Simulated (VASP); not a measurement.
Pt: single point with LDA

Crystal: Pt.

```
Pt
1.0
     2.70829    0.00000    0.00000
    -1.35415    2.34545    0.00000
     0.00000    0.00000    4.67651
Pt
2
Cartesian
  1.3541 0.7818 3.5074
  0.0000 1.5636 1.1691
```

This isn't the form of Pt at room conditions, which is fcc.

- Program: VASP 6.6.1
- Task: single point
- Functional: LDA
- Potentials or basis: VASP PAW LDA potentials, release 64 (Pt)
- Cutoff: 520 eV
- k mesh: 21 × 21 × 10
- Occupations: gaussian, width 0.15 eV
- Spin: collinear spin
- Starting moments: [0.5, 0.5] μB
- Fixed moment: 1 μB

```
Pressure                                              : 2.2 GPa
Net moment                                            : 1.00 μB per cell
Site moments                                          : Pt +0.49 μB
Valence electrons inside the program's atomic spheres : Pt 9.36
```

Stress tensor (GPa, compression positive):
```
 3.99  0.00  0.00
 0.00  3.99  0.00
 0.00  0.00 -1.30
```

Wall time 2.6 min on 1 thread of AMD EPYC 9R45 (Zen 5), with other jobs on the host, peak memory 0.29 GiB.

Caveat: the total moment is fixed, so each spin has its own Fermi level.
